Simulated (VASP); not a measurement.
Wanted: the native input for a VASP 6.6.1 run.

| Property | Result |
| --- | --- |
| Task | single point |
| Functional | PBE |
| Potentials or basis | VASP PAW PBE potentials, release 64 (Cd, Se) |
| Cutoff | 520 eV |
| k mesh | 10 × 10 × 10 |
| Occupations | gaussian, width 0.02 eV |
| Spin | no spin polarisation |
| Dipole correction | no |
| Further INCAR settings | ALGO = Normal; EDIFF = 1e-07; NBANDS = 16 |

The structure of CdSe lies in POSCAR:

```
CdSe
1.0
    0.0000000000      3.0025252277      3.0025252277
    3.0025252277      0.0000000000      3.0025252277
    3.0025252277      3.0025252277      0.0000000000
Cd Se
1 1
Direct
    0.0000000000      0.0000000000      0.0000000000
    0.2500000000      0.2500000000      0.2500000000
```

This cell differs from its parent crystal: volume scaled by 0.91.

These files were run (other wordings do the same):

INCAR

```
PREC = Accurate
ENCUT = 520
EDIFF = 1E-7
ISMEAR = 0
SIGMA = 0.02
LREAL = F
LASPH = T
NELM = 100
ALGO = Normal
ISIF = 2
LWAVE = F
LCHARG = T
GGA = PE
LELF = T
LVHAR = T
NBANDS = 16
```

KPOINTS

```
regular mesh
0
Gamma
  10 10 10
```

Potentials or basis: VASP PAW PBE potentials, release 64 (Cd, Se).

Command:

```bash
$ cat potpaw_PBE.64/Cd/POTCAR potpaw_PBE.64/Se/POTCAR > POTCAR
$ mpirun -np 1 vasp_std > vasp.out
```

Results of the run:

| Property | Result |
| --- | --- |
| Pressure | 5.6 GPa |
| Band gap on the k mesh | 0.69 eV, direct |

Run time: 74 s on 1 thread of AMD EPYC 7R13, with other jobs on the host, peak memory 0.17 GiB.
